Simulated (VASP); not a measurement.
Runs of VASP 6.6.1 on Ti. The structure is that of space group Fm-3m (No. 225), or close to it. The cells are those of the table. 

```csv
task,cell,k mesh,cutoff (eV),gap on the mesh (eV),pressure (GPa),relaxed volume (Å³/atom)
relaxation of cell and atoms,"relaxed from a = 2.907 Å, angles 60.0°, 1 atom",8 × 8 × 8,600,none,-0.2,17.51
single point,"a = 2.907 Å, angles 60.0°, 1 atom",8 × 8 × 8,520,none,0.5,-
relaxation of cell and atoms,"relaxed from a = 2.871 Å, angles 60.0°, 1 atom",8 × 8 × 8,600,none,0.0,17.47
single point,"a = 2.906 Å, angles 60.0°, 1 atom",24 × 24 × 24,520,none,(a),-
relaxation of cell and atoms,"relaxed from a = 2.907 Å, angles 60.0°, 1 atom",24 × 24 × 24,600,none,0.0,17.43
single point,"a = 2.909 Å, angles 60.0°, 1 atom",8 × 8 × 8,520,none,(b),-
```

Alike in all rows: level r2SCAN; potentials or basis VASP PAW PBE potentials, release 64 (Ti_sv); no spin polarisation; smearing gaussian 0.1 eV.

Task: Estimate the missing entries.

Result: (a) 0.4; (b) 0.3.

Caveats: the PAW data sets were made with another functional, which shifts forces and pressure a little.

A gap of «none» marks levels without a gap at the run's occupations.
